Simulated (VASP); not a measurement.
# TeW (F-43m) in VASP: further runs, part 2 of 2

VASP 6.6.1. The steps go on from the part before.

**4. Single point, PBE, collinear spin**

Contents of INCAR:

```
SYSTEM = TeW
PREC = Accurate
ENCUT = 520
EDIFF = 1E-7
ISMEAR = 0
SIGMA = 0.1
LREAL = .FALSE.
LASPH = .TRUE.
NELM = 150
ALGO = Normal
ISIF = 2
LWAVE = .FALSE.
LCHARG = .TRUE.
ISPIN = 2
MAGMOM = 0.94 0
LORBIT = 11
LMAXMIX = 4
GGA = PE
LELF = .TRUE.
LVHAR = .TRUE.
NBANDS = 21
```

Contents of KPOINTS:

```
Automatic mesh
0
G
  6 6 6
  0 0 0
```

Contents of POSCAR:

```
TeW
1.0
    0.0000000000      3.0606578340      3.0606578340
    3.0606578340      0.0000000000      3.0606578340
    3.0606578340      3.0606578340      0.0000000000
W Te
1 1
Direct
    0.0000000000      0.0000000000      0.0000000000
    0.2500000000      0.2500000000      0.2500000000
```

Potentials or basis: VASP PAW PBE potentials, release 64 (W_sv, Te).

Started as:

```console
$ cat potpaw_PBE.64/W_sv/POTCAR potpaw_PBE.64/Te/POTCAR > POTCAR
$ mpirun -np 1 vasp_std > vasp.out
```

OUTCAR:

```text
SYSTEM = TeW
   PREC = Accurate
   ENCUT = 520
   EDIFF = 1E-7
   ISMEAR = 0
   LREAL = .FALSE.
   LASPH = .TRUE.
   NELM = 150
   ISIF = 2
   ISPIN = 2
   LORBIT = 11
   GGA = PE

 ion  position               nearest neighbor table
   1  0.000  0.000  0.000-   2 2.65   2 2.65   2 2.65   2 2.65
   2  0.250  0.250  0.250-   1 2.65   1 2.65   1 2.65   1 2.65

  LATTYP: Found a face centered cubic cell.
 ALAT       =     6.1213156680

  Lattice vectors:

 A1 = (   0.0000000000,   3.0606578340,   3.0606578340)
 A2 = (   3.0606578340,   0.0000000000,   3.0606578340)
 A3 = (   3.0606578340,   3.0606578340,   0.0000000000)

[... 969 lines left out ...]
 VOLUME and BASIS-vectors are now :
 -----------------------------------------------------------------------------
  energy-cutoff  :      520.00
  volume of cell :       57.34
      direct lattice vectors                 reciprocal lattice vectors
     0.000000000  3.060657834  3.060657834    -0.163363573  0.163363573  0.163363573
     3.060657834  0.000000000  3.060657834     0.163363573 -0.163363573  0.163363573
     3.060657834  3.060657834  0.000000000     0.163363573  0.163363573 -0.163363573

 POSITION                                       TOTAL-FORCE (eV/Angst)
 -----------------------------------------------------------------------------------
      0.00000      0.00000      0.00000         0.000000      0.000000      0.000000
      1.53033      1.53033      1.53033        -0.000000     -0.000000     -0.000000
 -----------------------------------------------------------------------------------
    total drift:                               -0.000000     -0.000000     -0.000000

  FREE ENERGIE OF THE ION-ELECTRON SYSTEM (eV)
  ---------------------------------------------------
  free  energy   TOTEN  =       -13.2210514461 eV

  energy  without entropy=      -13.2061317946  energy(sigma->0) =      -13.21359162

 total charge

# of ion       s       p       d       tot
------------------------------------------
    1        2.331   6.131   3.495  11.957
    2        1.321   2.055   0.135   3.511
--------------------------------------------------
tot          3.651   8.186   3.630  15.468

 magnetization (x)

# of ion       s       p       d       tot
------------------------------------------
    1        0.036   0.014   1.053   1.102
    2       -0.008  -0.050   0.025  -0.033
--------------------------------------------------
tot          0.028  -0.036   1.078   1.070
```

OSZICAR:

```text
N       E                     dE             d eps       ncg     rms          rms(c)
DAV:   1     0.143821746611E+03    0.14382E+03   -0.90177E+03  1344   0.878E+02
DAV:   2    -0.778593614485E+01   -0.15161E+03   -0.14657E+03  1560   0.260E+02
DAV:   3    -0.133214648479E+02   -0.55355E+01   -0.54646E+01  1622   0.471E+01
DAV:   4    -0.133978804032E+02   -0.76416E-01   -0.76397E-01  1516   0.595E+00
DAV:   5    -0.133996418105E+02   -0.17614E-02   -0.17614E-02  1632   0.859E-01    0.125E+01
DAV:   6    -0.131986281046E+02    0.20101E+00   -0.95087E-01  1474   0.620E+00    0.524E+00
DAV:   7    -0.132170579442E+02   -0.18430E-01   -0.74262E-02  1469   0.156E+00    0.300E+00
DAV:   8    -0.132170833160E+02   -0.25372E-04   -0.35312E-02  1469   0.109E+00    0.133E+00
DAV:   9    -0.132195151508E+02   -0.24318E-02   -0.27029E-03  1591   0.314E-01    0.253E-01
DAV:  10    -0.132208664841E+02   -0.13513E-02   -0.23536E-03  1444   0.248E-01    0.114E-01
DAV:  11    -0.132210044640E+02   -0.13798E-03   -0.10854E-04  1519   0.695E-02    0.603E-02
DAV:  12    -0.132210460170E+02   -0.41553E-04   -0.40412E-05  1429   0.332E-02    0.150E-02
DAV:  13    -0.132210513102E+02   -0.52932E-05   -0.52531E-06  1562   0.129E-02    0.718E-03
DAV:  14    -0.132210514387E+02   -0.12841E-06   -0.30288E-07  1530   0.322E-03    0.362E-03
DAV:  15    -0.132210514461E+02   -0.74401E-08   -0.26988E-07  1424   0.261E-03
   1 F= -.13221051E+02 E0= -.13213592E+02  d E =-.149197E-01  mag=     1.3981
```

stdout:

```text
POSCAR found type information on POSCAR W Te
 POSCAR found :  2 types and       2 ions
 scaLAPACK will be used
 LDA part: xc-table for (Slater+PW92), standard interpolation
 POSCAR, INCAR and KPOINTS ok, starting setup
 FFT: planning ... GRIDC
 FFT: planning ... GRID_SOFT
 FFT: planning ... GRID
 WAVECAR not read
 entering main loop
```

Wall time 21 s (1 thread of AMD EPYC 9R45 (Zen 5), shared host); peak memory 0.19 GiB.

Results:

- Free energy: -13.2211 eV
- Pressure: 0.1 GPa
- Net moment: 1.40 μB per cell
- Site moments: W +1.10; Te -0.03 μB
- Valence electrons inside the program's atomic spheres: W 11.96; Te 3.51

Caveat: spin-orbit coupling is left out, which moves the levels of the heavy elements.

**5. Single point, PBE**

This run uses another cell than the first one, of 28.36 Å³/atom.

Contents of INCAR:

```
PREC = Accurate
ENCUT = 520
EDIFF = 1E-7
ISMEAR = 0
SIGMA = 0.1
LREAL = F
LASPH = T
NELM = 80
ALGO = Normal
ISIF = 2
LWAVE = F
LCHARG = F
GGA = PE
NBANDS = 17
```

Contents of KPOINTS:

```
Automatic mesh
0
Gamma
  12 12 12
```

Contents of POSCAR:

```
TeW
1.0
    0.0000000000      3.0496042158      3.0496042158
    3.0496042158      0.0000000000      3.0496042158
    3.0496042158      3.0496042158      0.0000000000
W Te
1 1
Direct
    0.0000000000      0.0000000000      0.0000000000
    0.2500000000      0.2500000000      0.2500000000
```

Started as:

```console
$ cat potpaw_PBE.64/W_sv/POTCAR potpaw_PBE.64/Te/POTCAR > POTCAR
$ mpirun -np 1 vasp_std > vasp.out
```

Wall time 28 s (1 thread of AMD EPYC 9R45 (Zen 5), shared host); peak memory 0.19 GiB.

It converged, with:

| Property | Result |
| --- | --- |
| Free energy | -13.1098 eV |
| Pressure | 0.0 GPa |
| Band gap on the k mesh | zero (bands 10 and 11 overlap by 0.25 eV) |

Levels at points of the mesh, in eV from the Fermi level:
| k point | band 7 | band 8 | band 9 | band 10 | band 11 | band 12 | band 13 | band 14 |
| --- | --- | --- | --- | --- | --- | --- | --- | --- |
| (0.00, 0.00, 0.00) | -4.01 | -4.01 | -0.30 | -0.30 | 1.53 | 4.59 | 4.59 | 4.59 |
| (0.50, 0.00, 0.00) | -3.71 | -3.71 | -0.18 | -0.06 | -0.06 | 2.26 | 2.26 | 3.30 |
| (0.50, 0.50, 0.00) | -3.21 | -3.21 | -1.21 | -0.51 | 0.26 | 0.74 | 0.74 | 5.75 |

Caveat: spin-orbit coupling is left out, which moves the levels of the heavy elements.

**6. Single point, PBE**

Contents of INCAR:

```
ALGO = Normal
EDIFF = 1E-7
ENCUT = 520
GGA = PE
ISIF = 2
ISMEAR = 0
LASPH = True
LCHARG = False
LREAL = False
LWAVE = False
NBANDS = 17
NELM = 80
PREC = Accurate
SIGMA = 0.1
```

Contents of KPOINTS:

```
k-points
0
Gamma
  12 12 12
```

Contents of POSCAR:

```
TeW
1.0
    0.0000000000      3.0618296945      3.0618296945
    3.0618296945      0.0000000000      3.0618296945
    3.0618296945      3.0618296945      0.0000000000
W Te
1 1
Direct
    0.0000000000      0.0000000000      0.0000000000
    0.2500000000      0.2500000000      0.2500000000
```

Potentials or basis: VASP PAW PBE potentials, release 64 (W_sv, Te).

Started as:

```console
$ cat potpaw_PBE.64/W_sv/POTCAR potpaw_PBE.64/Te/POTCAR > POTCAR
$ mpirun -np 1 vasp_std > vasp.out
```

Run time: 28 s. Hardware: 1 thread of AMD EPYC 9R45 (Zen 5), shared host; peak memory 0.19 GiB.

Results (log left out):

| Quantity | Value |
| --- | --- |
| Free energy | -13.1073 eV |
| Pressure | -1.2 GPa |
| Band gap on the k mesh | zero (bands 10 and 11 overlap by 0.25 eV) |

Levels at points of the mesh, in eV from the Fermi level:
```tsv
k point	band 8	band 9	band 10	band 11	band 12	band 13
(0.00, 0.00, 0.00)	-3.98	-0.30	-0.30	1.47	4.52	4.52
(0.50, 0.00, 0.00)	-3.68	-0.18	-0.06	-0.06	2.22	2.22
(0.50, 0.50, 0.00)	-3.20	-1.18	-0.51	0.26	0.73	0.73
```

Caveat: spin-orbit coupling is left out, which moves the levels of the heavy elements.

**7. The runs side by side**

| spin | cell | k mesh | gap on the mesh (eV) | pressure (GPa) | moment (μB) |
| --- | --- | --- | --- | --- | --- |
| collinear | a = 4.330 Å, angles 60.0°, 2 atoms | 12 × 12 × 12 | none | 0.0 | 1.40 |
| collinear | a = 4.119 Å, angles 60.0°, 2 atoms | 6 × 6 × 6 | none | 19.3 | 1.37 |
| collinear | a = 4.328 Å, angles 60.0°, 2 atoms | 6 × 6 × 6 | none | 0.1 | 1.40 |
| off | a = 4.313 Å, angles 60.0°, 2 atoms | 12 × 12 × 12 | none | 0.0 | - |
| off | a = 4.330 Å, angles 60.0°, 2 atoms | 12 × 12 × 12 | none | -1.2 | - |

Alike in all rows: task single point; level PBE; potentials or basis VASP PAW PBE potentials, release 64 (W_sv, Te); cutoff (eV) 520; smearing gaussian 0.1 eV.

Caveats: spin-orbit coupling is left out, which moves the levels of the heavy elements; the cell stands under pressure (at least some runs).

Absolute energies hang on the potentials; compare differences alone.
